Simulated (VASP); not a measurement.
A run of VASP 6.6.1 is set up as follows.

Contents of INCAR:

```
PREC = Accurate ; ENCUT = 600
EDIFF = 1E-6 ; ISMEAR = -1
SIGMA = 0.05 ; LREAL = False
LASPH = True ; NELM = 60
ALGO = Normal ; ISIF = 4
LWAVE = False ; LCHARG = False
GGA = PE ; IBRION = 2
NSW = 50 ; EDIFFG = -0.005
```

Contents of KPOINTS:

```
Automatic mesh
0
Gamma
  13 13 13
```

POSCAR

```
Sn
1.0
   -2.8417969314      2.8417969314      1.5464009530
    2.8417969314     -2.8417969314      1.5464009530
    2.8417969314      2.8417969314     -1.5464009530
Sn
2
Direct
   -0.3750000000     -0.1250000000     -0.2500000000
    0.3750000000      0.1250000000      0.2500000000
```

Potentials or basis: VASP PAW PBE potentials, release 64 (Sn_d).

Run with:

```sh
$ cat potpaw_PBE.64/Sn_d/POTCAR > POTCAR
$ mpirun -np 1 vasp_std > vasp.out
```

Problem. Estimate the band gap on the k mesh.

Solution. Zero (bands 14 and 15 overlap by 4.55 eV).

Step by step:
```
step  energy change (eV)  largest force (eV/Å)  pressure (GPa)  volume (Å³)
   1              0.0000                0.0000            8.31        49.95
   2             -0.0001                0.0000            8.34        49.95
   3             -0.0001                0.0000            8.34        49.95
```

Caveat: spin-orbit coupling is left out, which moves the levels of the heavy elements.
